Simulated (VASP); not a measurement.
**Al2O3: single point with LDA**

Al2O3:

```xyz
10
Lattice="4.4089 0.0000 0.0000 0.0000 9.1902 0.0000 0.0000 0.0000 3.0936" Properties=species:S:1:pos:R:3 pbc="T T T"
Al    1.8247    3.0420    1.5468
Al    2.5841    6.1482    1.5468
Al    4.0292    1.5531    0.0000
Al    0.3797    7.6371    0.0000
O     3.2253    2.0465    1.5468
O     0.0000    0.0000    0.0000
O     3.3880    6.6416    0.0000
O     1.0209    2.5486    0.0000
O     1.1835    7.1437    1.5468
O     2.2044    4.5951    1.5468
```

This cell differs from its parent crystal: strain -0.040 along x and y, +0.040 along z.

* Program: VASP 6.6.1
* Task: single point
* Functional: LDA
* Potentials or basis: VASP PAW LDA potentials, release 64 (Al, O)
* Cutoff: 520 eV
* k mesh: 6 × 4 × 8
* Occupations: gaussian, width 0.05 eV
* Spin: no spin polarisation
* Dipole correction: no
* Further INCAR settings: ALGO = Normal; EDIFF = 1e-07; NBANDS = 35

| Item | Value |
| --- | --- |
| Pressure | 10.0 GPa |
| Largest force | 2.354 eV/Å |
| Band gap on the k mesh | 4.06 eV |

Forces on the atoms (eV/Å):
```
Al  -1.556 -1.766  0.000
Al   1.556  1.766  0.000
Al  -1.556  1.766  0.000
Al   1.556 -1.766  0.000
O    1.006 -0.859  0.000
O    0.000  0.000  0.000
O   -1.006 -0.859  0.000
O    1.006  0.859  0.000
O   -1.006  0.859  0.000
O    0.000  0.000  0.000
```

Stress tensor (GPa, compression positive):
```
10.03  0.00  0.00
 0.00 27.55  0.00
 0.00  0.00 -7.54
```

Levels at points of the mesh, in eV from the valence-band top:
| k point | band 20 | band 21 | band 22 | band 23 | band 24 | band 25 | band 26 | band 27 | band 28 | band 29 |
| --- | --- | --- | --- | --- | --- | --- | --- | --- | --- | --- |
| (0.00, 0.00, 0.00) | -1.05 | -1.01 | -0.11 | -0.03 | 0.00 | 4.06 | 5.80 | 6.39 | 6.95 | 6.97 |
| (0.50, 0.00, 0.00) | -1.91 | -0.65 | -0.65 | -0.04 | -0.04 | 6.58 | 6.58 | 7.13 | 7.13 | 8.37 |
| (0.00, 0.50, 0.00) | -1.41 | -0.40 | -0.40 | -0.05 | -0.05 | 4.75 | 4.75 | 6.66 | 6.66 | 8.07 |
| (0.50, 0.50, 0.00) | -2.20 | -0.54 | -0.54 | -0.04 | -0.04 | 6.61 | 6.61 | 6.93 | 6.93 | 9.11 |
| (0.00, 0.00, 0.50) | -2.04 | -1.01 | -1.01 | -0.48 | -0.48 | 7.77 | 7.77 | 7.92 | 7.92 | 8.60 |
| (0.50, 0.00, 0.50) | -1.57 | -1.29 | -1.29 | -0.43 | -0.43 | 7.76 | 7.76 | 9.00 | 9.00 | 9.05 |
| (0.00, 0.50, 0.50) | -1.94 | -1.30 | -1.30 | -0.28 | -0.28 | 7.49 | 7.49 | 8.36 | 8.36 | 8.46 |
| (0.50, 0.50, 0.50) | -1.51 | -1.13 | -1.13 | -0.60 | -0.60 | 7.85 | 7.85 | 8.94 | 8.94 | 9.08 |

It took 3 min on 1 thread of Intel(R) Xeon(R) Platinum 8488C (Sapphire Rapids), on a shared host, peak memory 0.31 GiB.

Caveat: the cell differs from its parent crystal (strain -0.040 along x and y, +0.040 along z); the cell stands under pressure; forces of over 1 eV/Å act on the atoms, so gaps and moduli don't describe the material at rest. A k mesh can miss the band edges.
